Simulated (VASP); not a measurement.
Set up this calculation in VASP 6.6.1, as the native input.

| Property | Result |
| --- | --- |
| Task | single point |
| Functional | PBE |
| Potentials or basis | VASP PAW PBE potentials, release 64 (Ni) |
| Cutoff | 520 eV |
| k mesh | 14 × 14 × 14 |
| Occupations | fermi-dirac, width 0.05 eV |
| Spin | collinear spin, ferromagnetic start |
| Starting moments | [1.0, 1.0] μB |
| Dipole correction | no |
| Further INCAR settings | ALGO = Normal; EDIFF = 1e-07; NBANDS = 21 |

The structure of Ni lies in POSCAR:

```
Ni
1.0
    0.0000000000      2.5594284036      2.5594284036
    2.5594284036      0.0000000000      2.5594284036
    2.5594284036      2.5594284036      0.0000000000
Ni
2
Direct
   -0.1250000000     -0.1250000000     -0.1250000000
    0.1250000000      0.1250000000      0.1250000000
```

This isn't the form of Ni at room conditions, which is fcc.

These files were run (other wordings do the same):

INCAR

```
SYSTEM = Ni
  PREC = Accurate
  ENCUT = 520
  EDIFF = 1E-7
  ISMEAR = -1
  SIGMA = 0.05
  LREAL = .False.
  LASPH = .True.
  NELM = 150
  ALGO = Normal
  ISIF = 2
  LWAVE = .False.
  LCHARG = .True.
  ISPIN = 2
  MAGMOM = 1 1
  LORBIT = 11
  LMAXMIX = 4
  GGA = PE
  LELF = .True.
  LVHAR = .True.
  NBANDS = 21
```

KPOINTS

```
Automatic mesh
0
Gamma
  14 14 14
  0 0 0
```

Potentials or basis: VASP PAW PBE potentials, release 64 (Ni).

The run is started by

```console
$ cat potpaw_PBE.64/Ni/POTCAR > POTCAR
$ mpirun -np 1 vasp_std > vasp.out
```

Results of the run:

```yaml
Pressure: -1.0 GPa
Net_moment: 1.59 μB per cell
Site_moments: Ni +0.80 μB
Valence_electrons_inside_the_program's_atomic_spheres: Ni 9.20
```

Wall time 2.3 min on 1 thread of Intel(R) Xeon(R) 6975P-C (Granite Rapids) (shared host), peak memory 0.24 GiB.
